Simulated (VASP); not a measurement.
## WSe2: single point with LDA

Slab: WSe2, a slab with vacuum.

```
CELL_PARAMETERS angstrom
3.31794 0.00000 0.00000
-1.65897 2.87342 0.00000
0.00000 0.00000 16.65814
ATOMIC_POSITIONS crystal
W 0.00000 0.00000 0.00000
Se 0.35855 0.68512 0.09979
Se 0.30812 0.64821 0.90021
```

This cell differs from its parent crystal: mode 4 (168.4 1/cm) frozen in, largest displacement +0.075 Å.

```yaml
Program: VASP 6.6.1
Task: single point
Functional: LDA
Potentials_or_basis: VASP PAW LDA potentials, release 64 (W_sv, Se)
Cutoff: 520 eV
k_mesh: 12 × 12 × 2
Occupations: gaussian, width 0.05 eV
Spin: no spin polarisation
```

- Largest force: 0.703 eV/Å
- Band gap on the k mesh: 1.51 eV, direct

Forces on the atoms (eV/Å):
```
W    0.075  0.000 -0.005
Se  -0.478 -0.441 -0.266
Se   0.403  0.441  0.271
```

Levels at points of the mesh, in eV from the valence-band top:
```csv
k point,band 11,band 12,band 13,band 14,band 15,band 16
"(0.00, 0.00, 0.00)",-1.29,-1.27,-0.24,2.84,2.86,3.19
"(0.50, 0.00, 0.00)",-2.06,-0.92,-0.90,2.31,2.71,3.65
"(0.00, 0.50, 0.00)",-2.05,-0.92,-0.91,2.31,2.71,3.67
"(0.50, 0.50, 0.00)",-2.04,-0.92,-0.91,2.31,2.70,3.69
"(0.00, 0.00, 0.50)",-1.29,-1.27,-0.24,2.84,2.86,3.19
"(0.50, 0.00, 0.50)",-2.06,-0.92,-0.90,2.31,2.71,3.65
"(0.00, 0.50, 0.50)",-2.05,-0.92,-0.91,2.31,2.71,3.67
"(0.50, 0.50, 0.50)",-2.04,-0.92,-0.91,2.31,2.70,3.69
```

Wall time 22 min on 1 thread of Oxide Virtual Turin-like Processor (shared host), peak memory 0.54 GiB.

Caveat: the cell differs from its parent crystal (mode 4 (168.4 1/cm) frozen in, largest displacement +0.075 Å); spin-orbit coupling is left out, which moves the levels of the heavy elements.
